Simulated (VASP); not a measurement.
Runs of VASP 6.6.1 on CdO. The structure is that of space group Fm-3m (No. 225), or close to it. The cells are those of the table. 

```csv
level,potentials or basis,cell,gap on the mesh (eV),pressure (GPa)
BLYP,"VASP PAW PBE potentials, release 64 (Cd, O)","a = 3.321 Å, angles 60.0°, 2 atoms",none,13.6
PBE,"VASP PAW PBE potentials, release 64 (Cd, O)","a = 3.321 Å, angles 60.0°, 2 atoms",none,(a)
PBE+D4,"VASP PAW PBE potentials, release 64 (Cd, O)","a = 3.297 Å, angles 60.0°, 2 atoms",none,(c)
LDA,"VASP PAW LDA potentials, release 64 (Cd, O)","a = 3.232 Å, angles 60.0°, 2 atoms",none,9.8
PBE+D4,"VASP PAW PBE potentials, release 64 (Cd, O)","a = 3.320 Å, angles 60.0°, 2 atoms",none,(b)
LDA,"VASP PAW LDA potentials, release 64 (Cd, O)","a = 3.277 Å, angles 60.0°, 2 atoms",none,2.0
LDA,"VASP PAW LDA potentials, release 64 (Cd, O)","a = 3.255 Å, angles 60.0°, 2 atoms",none,5.7
LDA,"VASP PAW LDA potentials, release 64 (Cd, O)","a = 3.298 Å, angles 60.0°, 2 atoms",none,-1.3
LDA,"VASP PAW LDA potentials, release 64 (Cd, O)","a = 3.321 Å, angles 60.0°, 2 atoms",none,-4.3
PBE+D4,"VASP PAW PBE potentials, release 64 (Cd, O)","a = 3.321 Å, angles 60.0°, 2 atoms",none,4.0
PBE+D4,"VASP PAW PBE potentials, release 64 (Cd, O)","a = 3.342 Å, angles 60.0°, 2 atoms",none,1.1
PBE+D4,"VASP PAW PBE potentials, release 64 (Cd, O)","a = 3.341 Å, angles 60.0°, 2 atoms",none,1.3
```

Alike in all rows: task single point; no spin polarisation; k mesh 8 × 8 × 8; cutoff (eV) 600; smearing gaussian 0.05 eV.

Estimate the missing entries.

(a) 7.6; (b) 4.2; (c) 7.5.

Caveats: pairwise dispersion overbinds metals, which lowers pressure and volume (some runs); the PAW data sets were made with another functional, which shifts forces and pressure a little (some runs).

A k mesh can miss the band edges, and the runs leave out spin-orbit coupling on Cd.

A gap of «none» marks levels without a gap at the run's occupations.
